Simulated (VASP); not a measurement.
# FeSi (zincblende type) (F-43m) in VASP: further runs

FeSi (zincblende type) is run at these levels: PBE; tasks: single point.

Everything below comes from runs of VASP 6.6.1. Logs are shortened: lines on timing, memory, paths and dates and some standing lists are left out, and cuts for length are marked.

## (1) The cell of the first run

Symmetry: F-43m, No. 216, cubic system. The conventional cell has a = 4.687 Å, b = 4.687 Å, c = 4.687 Å, α = 90.00°, β = 90.00°, γ = 90.00°. Fe (site symmetry -43m) has 4 Si at 2.03 Å within 2.7 Å. Si (site symmetry -43m) has 4 Fe at 2.03 Å within 2.7 Å.

## (2) Single point, PBE, collinear spin, ferromagnetic start

The input, INCAR:

```
SYSTEM = FeSi
  ALGO = Normal
  EDIFF = 1E-6
  ENCUT = 520
  GGA = PE
  ISIF = 2
  ISMEAR = -1
  ISPIN = 2
  LASPH = .True.
  LCHARG = .False.
  LMAXMIX = 4
  LORBIT = 11
  LREAL = .False.
  LWAVE = .False.
  MAGMOM = 2.5 0
  NBANDS = 17
  NELM = 150
  PREC = Accurate
  SIGMA = 0.05
```

The input, KPOINTS:

```
k-points
0
Gamma
  13 13 13
  0 0 0
```

The input, POSCAR:

```
FeSi
1.0
    0.0000000000      2.3432521447      2.3432521447
    2.3432521447      0.0000000000      2.3432521447
    2.3432521447      2.3432521447      0.0000000000
Fe Si
1 1
Direct
    0.0000000000      0.0000000000      0.0000000000
    0.2500000000      0.2500000000      0.2500000000
```

Potentials or basis: VASP PAW PBE potentials, release 64 (Fe, Si).

Run with:

```console
$ cat potpaw_PBE.64/Fe/POTCAR potpaw_PBE.64/Si/POTCAR > POTCAR
$ mpirun -np 1 vasp_std > vasp.out
```

OUTCAR:

```text
SYSTEM = FeSi
   EDIFF = 1E-6
   ENCUT = 520
   GGA = PE
   ISIF = 2
   ISMEAR = -1
   ISPIN = 2
   LASPH = .True.
   LORBIT = 11
   LREAL = .False.
   NELM = 150
   PREC = Accurate

 ion  position               nearest neighbor table
   1  0.000  0.000  0.000-   2 2.03   2 2.03   2 2.03   2 2.03
   2  0.250  0.250  0.250-   1 2.03   1 2.03   1 2.03   1 2.03

  LATTYP: Found a face centered cubic cell.
 ALAT       =     4.6865042894

  Lattice vectors:

 A1 = (   0.0000000000,   2.3432521447,   2.3432521447)
 A2 = (   2.3432521447,   0.0000000000,   2.3432521447)
 A3 = (   2.3432521447,   2.3432521447,   0.0000000000)

Analysis of symmetry for initial positions (statically):
=====================================================================
 Subroutine PRICEL returns:
 Original cell was already a primitive cell.

 Routine SETGRP: Setting up the symmetry group for a
 face centered cubic supercell.

 Subroutine GETGRP returns: Found 24 space group operations
 (whereof 24 operations were pure point group operations)
 out of a pool of 48 trial point group operations.

The static configuration has the point symmetry T_d .

Analysis of symmetry for dynamics (positions and initial velocities):
=====================================================================
 Subroutine PRICEL returns:
 Original cell was already a primitive cell.

 Routine SETGRP: Setting up the symmetry group for a
 face centered cubic supercell.

 Subroutine GETGRP returns: Found 24 space group operations
 (whereof 24 operations were pure point group operations)
 out of a pool of 48 trial point group operations.

The dynamic configuration has the point symmetry T_d .

Analysis of structural, dynamic, and magnetic symmetry:
=====================================================================
 Subroutine PRICEL returns:
 Original cell was already a primitive cell.

 Routine SETGRP: Setting up the symmetry group for a
 face centered cubic supercell.

 Subroutine GETGRP returns: Found 24 space group operations
 (whereof 24 operations were pure point group operations)
 out of a pool of 48 trial point group operations.

The overall configuration has the point symmetry T_d .

 Subroutine INISYM returns: Found 24 space group operations
 (whereof 24 operations are pure point group operations),
 and found     1 'primitive' translations

----------------------------------------------------------------------------------------

                                     Primitive cell

  volume of cell :      25.7328

  direct lattice vectors                    reciprocal lattice vectors
     0.000000000  2.343252145  2.343252145    -0.213378659  0.213378659  0.213378659
     2.343252145  0.000000000  2.343252145     0.213378659 -0.213378659  0.213378659
     2.343252145  2.343252145  0.000000000     0.213378659  0.213378659 -0.213378659

  length of vectors
     3.313858963  3.313858963  3.313858963     0.369582678  0.369582678  0.369582678

  position of ions in fractional coordinates (direct lattice)
     0.000000000  0.000000000  0.000000000
     0.250000000  0.250000000  0.250000000

  ion indices of the primitive-cell ions
   primitive index   ion index
                 1           1
                 2           2

----------------------------------------------------------------------------------------

 KPOINTS: k-points

Automatic generation of k-mesh.
 Grid dimensions read from file:
 generate k-points for:   13   13   13

 Generating k-lattice:

  Cartesian coordinates                     Fractional coordinates (reciprocal lattice)
    -0.016413743  0.016413743  0.016413743     0.076923077  0.000000000  0.000000000
     0.016413743 -0.016413743  0.016413743     0.000000000  0.076923077  0.000000000
     0.016413743  0.016413743 -0.016413743     0.000000000  0.000000000  0.076923077

  Length of vectors
     0.028429437  0.028429437  0.028429437

  Shift w.r.t. Gamma in fractional coordinates (k-lattice)
     0.000000000  0.000000000  0.000000000

 Subroutine IBZKPT returns following result:
 ===========================================

 Found     84 irreducible k-points:

 Following reciprocal coordinates:
            Coordinates               Weight
  0.000000  0.000000  0.000000      1.000000
  0.076923  0.000000  0.000000      8.000000
  0.153846  0.000000  0.000000      8.000000
  0.230769  0.000000  0.000000      8.000000
  0.307692  0.000000  0.000000      8.000000
  0.384615  0.000000  0.000000      8.000000
[... 16 lines left out ...]
  0.384615  0.153846  0.000000     24.000000
  0.461538  0.153846  0.000000     24.000000
 [... further k-points ...]
   k-points           NKPTS =     84   k-points in BZ     NKDIM =     84   number of bands    NBANDS=     17
   number of dos      NEDOS =    301   number of ions     NIONS =      2
   total plane-waves  NPLWV =  21952
   dimension x,y,z NGX =    28 NGY =   28 NGZ =   28
   dimension x,y,z NGXF=    56 NGYF=   56 NGZF=   56
   ions per type =               1   1
   NGX,Y,Z   is equivalent  to a cutoff of  14.05, 14.05, 14.05 a.u.
   NGXF,Y,Z  is equivalent  to a cutoff of  28.09, 28.09, 28.09 a.u.
 SYSTEM =  FeSi
   PREC   = accura    normal or accurate (medium, high low for compatibility)
   ISTART =      0    job   : 0-new  1-cont  2-samecut
   ICHARG =      2    charge: 1-file 2-atom 10-const
   ISPIN  =      2    spin polarized calculation?
   LNONCOLLINEAR =      F non collinear calculations
   LSORBIT =      F    spin-orbit coupling
   LASPH  =      T    aspherical Exc in radial PAW
   ENCUT  =  520.0 eV  38.22 Ry    6.18 a.u.   6.16  6.16  6.16*2*pi/ulx,y,z
   NELM   =    150;   NELMIN=  2; NELMDL= -5     # of ELM steps
   EDIFF  = 0.1E-05   stopping-criterion for ELM
   LREAL  =      F    real-space projection
   EDIFFG = 0.1E-04   stopping-criterion for IOM
   NSW    =      0    number of steps for IOM
   IBRION =     -1    ionic relax: 0-MD 1-quasi-New 2-CG
   NFREE  =      0    steps in history (QN), initial steepest desc. (CG)
   ISIF   =      2    stress and relaxation
   ISYM   =      2    0-nonsym 1-usesym 2-fastsym
   POTIM  = 0.5000    time-step for ionic-motion
   TEBEG  =    0.0;   TEEND  =   0.0 temperature during run
   PSTRESS=    0.0 pullay stress
   NELECT =      12.0000    total number of electrons
   NUPDOWN=      -1.0000    fix difference up-down
   EMIN   =  10.00;   EMAX   =-10.00  energy-range for DOS
   EFERMI =   0.00;   METHOD = LEGACY
   ISMEAR =    -1;   SIGMA  =   0.05  broadening in eV -4-tet -1-fermi 0-gaus
   EFERMI_NEDOS =   21; number of points for ismear=-14 and -15
   IALGO  =     38    algorithm
   IMIX   =      4    mixing-type and parameters
     AMIX     =   0.40;   BMIX     =  1.00
     AMIX_MAG =   1.60;   BMIX_MAG =  1.00
  volume/ion in A,a.u.               =      12.87        86.83
  Fermi-wavevector in a.u.,A,eV,Ry     =   1.269520  2.399045 21.928253  1.611681
  Thomas-Fermi vector in A             =   2.402557
   LORBIT       =     11    0 simple, 1 ext, 2 COOP (PROOUT), +10 PAW based schemes
   GGA     = PE    functional components
   LHFCALC =     F    Hartree Fock is set to
   AEXX    =    0.0000 exact exchange contribution
   IVDW    =     0    specifies the selected vdW correction
   LEPSILON=     F    determine dielectric tensor
   LRPA    =     F    only Hartree local field effects (RPA)
 spin polarized calculation
  energy-cutoff  :      520.00
  volume of cell :       25.73
 maximum number of plane-waves:       702
 NGX is ok and might be reduce to    28
   NGX = 13   NGY = 13   NGZ = 13

 number of electron      12.0000000 magnetization       0.0028243

 number of electron      12.0000000 magnetization      -0.0002511

 Free energy of the ion-electron system (eV)
  ---------------------------------------------------
  ext. energy  EPLUGINS =         0.00000000
  ---------------------------------------------------
  free energy    TOTEN  =       -11.26711060 eV

  energy without entropy =      -11.26434713  energy(sigma->0) =      -11.26572886

 E-fermi :   7.0375     XC(G=0): -11.7067

 val. band max:        6.9778136868   @ k =   0.4615   0.4615   0.0000
 cond. band min:       7.1732619076   @ k =  -0.4615   0.1538   0.0000
 fundamental gap:      0.1954482208
 Fermi energy:         7.0375110042

 spin component 1

 k-point     1 :       0.0000    0.0000    0.0000
  band No.  band energies     occupation
      1      -3.9671      1.00000
      2       4.5154      1.00000
      3       4.5154      1.00000
      4       4.5154      1.00000
      5       6.2872      1.00000
      6       6.2872      1.00000
[... 9 lines left out ...]
     16      23.8410      0.00000
     17      25.0073      0.00000
[... 441 lines left out ...]
 k-point    24 :       0.4615    0.1538    0.0000
  band No.  band energies     occupation
      1      -0.8279      1.00000
      2       2.8118      1.00000
      3       4.5889      1.00000
      4       4.9755      1.00000
      5       6.3806      1.00000
      6       6.6871      0.99910
[... 9 lines left out ...]
     16      29.2433      0.00000
     17      30.2630      0.00000

 [... further k-points ...]

 spin component 2

 k-point     1 :       0.0000    0.0000    0.0000
  band No.  band energies     occupation
      1      -3.9670      1.00000
      2       4.5153      1.00000
      3       4.5153      1.00000
      4       4.5153      1.00000
      5       6.2869      1.00000
      6       6.2869      1.00000
[... 9 lines left out ...]
     16      23.8410      0.00000
     17      25.0073      0.00000
[... 441 lines left out ...]
 k-point    24 :       0.4615    0.1538    0.0000
  band No.  band energies     occupation
      1      -0.8279      1.00000
      2       2.8118      1.00000
      3       4.5888      1.00000
      4       4.9753      1.00000
      5       6.3805      1.00000
      6       6.6869      0.99910
[... 9 lines left out ...]
     16      29.2433      0.00000
     17      30.2630      0.00000

 [... further k-points ...]
[... 5 lines left out ...]
  --------------------------------------------------------------------------------------
  -------------------------------------------------------------------------------------
  Total        7.6745239      7.6745239      7.6745239      0.0000000      0.0000000      0.0000000
  in kB      477.8317011    477.8317011    477.8317011      0.0000000      0.0000000      0.0000000
  external PRESSURE =     477.8317011 kB  Pullay stress =       0.0000000 kB

 VOLUME and BASIS-vectors are now :
 -----------------------------------------------------------------------------
  energy-cutoff  :      520.00
  volume of cell :       25.73
      direct lattice vectors                 reciprocal lattice vectors
     0.000000000  2.343252145  2.343252145    -0.213378659  0.213378659  0.213378659
     2.343252145  0.000000000  2.343252145     0.213378659 -0.213378659  0.213378659
     2.343252145  2.343252145  0.000000000     0.213378659  0.213378659 -0.213378659

 POSITION                                       TOTAL-FORCE (eV/Angst)
 -----------------------------------------------------------------------------------
      0.00000      0.00000      0.00000        -0.000000     -0.000000     -0.000000
      1.17163      1.17163      1.17163         0.000000      0.000000      0.000000
 -----------------------------------------------------------------------------------
    total drift:                               -0.000000     -0.000000     -0.000000

  FREE ENERGIE OF THE ION-ELECTRON SYSTEM (eV)
  ---------------------------------------------------
  free  energy   TOTEN  =       -11.2671105971 eV

  energy  without entropy=      -11.2643471258  energy(sigma->0) =      -11.26572886

 total charge

# of ion       s       p       d       tot
------------------------------------------
    1        0.544   0.546   6.958   8.048
    2        0.874   1.039   0.000   1.913
--------------------------------------------------
tot          1.418   1.585   6.958   9.961

 magnetization (x)

# of ion       s       p       d       tot
------------------------------------------
    1        0.000   0.000  -0.000  -0.000
    2        0.000   0.000   0.000   0.000
--------------------------------------------------
tot          0.000   0.000  -0.000  -0.000
```

Wall time 1.8 min (1 thread of Intel Xeon 8259CL, shared host); peak memory 0.21 GiB.

Results:

```
Free energy                                           : -11.2671 eV
Pressure                                              : 47.8 GPa
Band gap on the k mesh                                : 0.20 eV (least direct gap 0.50 eV)
Net moment                                            : 0.00 μB per cell
Valence electrons inside the program's atomic spheres : Fe 8.05; Si 1.91
```

Levels at points of the mesh, in eV from the valence-band top:
Spin up:
| k point | band 4 | band 5 | band 6 | band 7 | band 8 | band 9 |
| --- | --- | --- | --- | --- | --- | --- |
| (0.00, 0.00, 0.00) | -2.46 | -0.69 | -0.69 | 8.80 | 8.80 | 8.80 |
Spin down:
| k point | band 4 | band 5 | band 6 | band 7 | band 8 | band 9 |
| --- | --- | --- | --- | --- | --- | --- |
| (0.00, 0.00, 0.00) | -2.46 | -0.69 | -0.69 | 8.80 | 8.80 | 8.80 |

Caveat: the cell stands under pressure; the moments typed at the start vanished in this run; an odd mesh through Γ misses points on the zone boundary, where band edges can lie.

## (3) Single point, PBE, collinear spin, ferromagnetic start

The input, INCAR:

```
PREC     = Accurate       # precision mode
ENCUT    = 520            # plane-wave cutoff, eV
EDIFF    = 1E-7           # SCF threshold, eV
ISMEAR   = -1             # smearing method
SIGMA    = 0.05           # smearing width, eV
LREAL    = F              # projectors in reciprocal space
LASPH    = T              # aspherical terms in the spheres
NELM     = 150            # most SCF steps
ALGO     = Normal         # electronic algorithm
ISIF     = 2              # what is computed and relaxed
LWAVE    = F              # write WAVECAR
LCHARG   = F              # write CHGCAR
ISPIN    = 2              # spin polarisation
MAGMOM   = 2.5 0          # initial moments
LORBIT   = 11             # projections on sites
LMAXMIX  = 4              # l up to which the mixer works
GGA      = PE             # functional
NBANDS   = 17             # bands
```

The input, KPOINTS:

```
regular mesh
0
Gamma
  13 13 13
```

POSCAR is that of step 2.

Potentials or basis: VASP PAW PBE potentials, release 64 (Fe, Si).

Run with:

```console
$ cat potpaw_PBE.64/Fe/POTCAR potpaw_PBE.64/Si/POTCAR > POTCAR
$ mpirun -np 1 vasp_std > vasp.out
```

OUTCAR:

```text
PREC = Accurate
   ENCUT = 520
   EDIFF = 1E-7
   ISMEAR = -1
   LREAL = F
   LASPH = T
   NELM = 150
   ISIF = 2
   ISPIN = 2
   LORBIT = 11
   GGA = PE

 ion  position               nearest neighbor table
   1  0.000  0.000  0.000-   2 2.03   2 2.03   2 2.03   2 2.03
   2  0.250  0.250  0.250-   1 2.03   1 2.03   1 2.03   1 2.03

  LATTYP: Found a face centered cubic cell.
 ALAT       =     4.6865042894

  Lattice vectors:

 A1 = (   0.0000000000,   2.3432521447,   2.3432521447)
 A2 = (   2.3432521447,   0.0000000000,   2.3432521447)
 A3 = (   2.3432521447,   2.3432521447,   0.0000000000)

Analysis of symmetry for initial positions (statically):
=====================================================================
 Subroutine PRICEL returns:
 Original cell was already a primitive cell.

 Routine SETGRP: Setting up the symmetry group for a
 face centered cubic supercell.

 Subroutine GETGRP returns: Found 24 space group operations
 (whereof 24 operations were pure point group operations)
 out of a pool of 48 trial point group operations.

[... 669 lines left out ...]
 spin component 2

 k-point     1 :       0.0000    0.0000    0.0000
  band No.  band energies     occupation
      1      -3.9670      1.00000
      2       4.5153      1.00000
      3       4.5153      1.00000
      4       4.5153      1.00000
      5       6.2870      1.00000
      6       6.2870      1.00000
[... 459 lines left out ...]
      6       6.6870      0.99910
[... 9 lines left out ...]
     16      29.2433      0.00000
     17      30.2630      0.00000

 [... further k-points ...]
[... 5 lines left out ...]
  --------------------------------------------------------------------------------------
  -------------------------------------------------------------------------------------
  Total        7.6747676      7.6747676      7.6747676      0.0000000      0.0000000      0.0000000
  in kB      477.8468744    477.8468744    477.8468744      0.0000000      0.0000000      0.0000000
  external PRESSURE =     477.8468744 kB  Pullay stress =       0.0000000 kB

 VOLUME and BASIS-vectors are now :
 -----------------------------------------------------------------------------
  energy-cutoff  :      520.00
  volume of cell :       25.73
      direct lattice vectors                 reciprocal lattice vectors
     0.000000000  2.343252145  2.343252145    -0.213378659  0.213378659  0.213378659
     2.343252145  0.000000000  2.343252145     0.213378659 -0.213378659  0.213378659
     2.343252145  2.343252145  0.000000000     0.213378659  0.213378659 -0.213378659

 POSITION                                       TOTAL-FORCE (eV/Angst)
 -----------------------------------------------------------------------------------
      0.00000      0.00000      0.00000         0.000000     -0.000000      0.000000
      1.17163      1.17163      1.17163        -0.000000      0.000000     -0.000000
 -----------------------------------------------------------------------------------
    total drift:                               -0.000000     -0.000000     -0.000000

  FREE ENERGIE OF THE ION-ELECTRON SYSTEM (eV)
  ---------------------------------------------------
  free  energy   TOTEN  =       -11.2671106270 eV

  energy  without entropy=      -11.2643472764  energy(sigma->0) =      -11.26572895

 total charge

# of ion       s       p       d       tot
------------------------------------------
    1        0.544   0.546   6.958   8.048
    2        0.874   1.039   0.000   1.913
--------------------------------------------------
tot          1.418   1.585   6.958   9.961

 magnetization (x)

# of ion       s       p       d       tot
------------------------------------------
    1        0.000   0.000  -0.000  -0.000
    2        0.000   0.000   0.000   0.000
--------------------------------------------------
tot          0.000   0.000  -0.000  -0.000
```

stdout:

```text
POSCAR found type information on POSCAR FeSi
 POSCAR found :  2 types and       2 ions
 scaLAPACK will be used
 LDA part: xc-table for (Slater+PW92), standard interpolation
 POSCAR, INCAR and KPOINTS ok, starting setup
 FFT: planning ... GRIDC
 FFT: planning ... GRID_SOFT
 FFT: planning ... GRID
 WAVECAR not read
 entering main loop
```

Run time: 2.2 min. Hardware: 1 thread of Intel Xeon 8259CL, shared host; peak memory 0.21 GiB.

Results:

```yaml
Free_energy: -11.2671 eV
Pressure: 47.8 GPa
Band_gap_on_the_k_mesh: 0.20 eV (least direct gap 0.50 eV)
Net_moment: 0.00 μB per cell
Valence_electrons_inside_the_program's_atomic_spheres: Fe 8.05; Si 1.91
```

Caveat: the cell stands under pressure; the moments typed at the start vanished in this run; an odd mesh through Γ misses points on the zone boundary, where band edges can lie.
